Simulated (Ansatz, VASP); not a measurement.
## Mo in VASP and in Ansatz

```
CELL_PARAMETERS angstrom
0.00000 2.72942 2.72942
2.72942 0.00000 2.72942
2.72942 2.72942 0.00000
ATOMIC_POSITIONS crystal
Mo 0.12500 0.12500 0.12500
Mo 0.87500 0.87500 0.87500
```

Alike in both runs: task single point; functional PBEsol; k mesh 11 × 11 × 11; occupations fermi-dirac, width 0.1 eV; no spin polarisation.

```csv
,VASP,Ansatz
version,VASP 6.6.1,Ansatz 0.2.0
potentials or method,"VASP PAW PBE potentials, release 64 (Mo_sv), cutoff 520 eV","plane waves (420 eV) with PAW, scalar-relativistic"
valence electrons in the cell,28,28
```

```tsv
	VASP	Ansatz	Ansatz less VASP
pressure (GPa)	12.4	11.6	-0.82
```

VASP's potentials were made for PBE, not for PBEsol, and Ansatz warns of the same on its side. With one functional, cell and mesh, what is left measures potentials, basis and numerics.
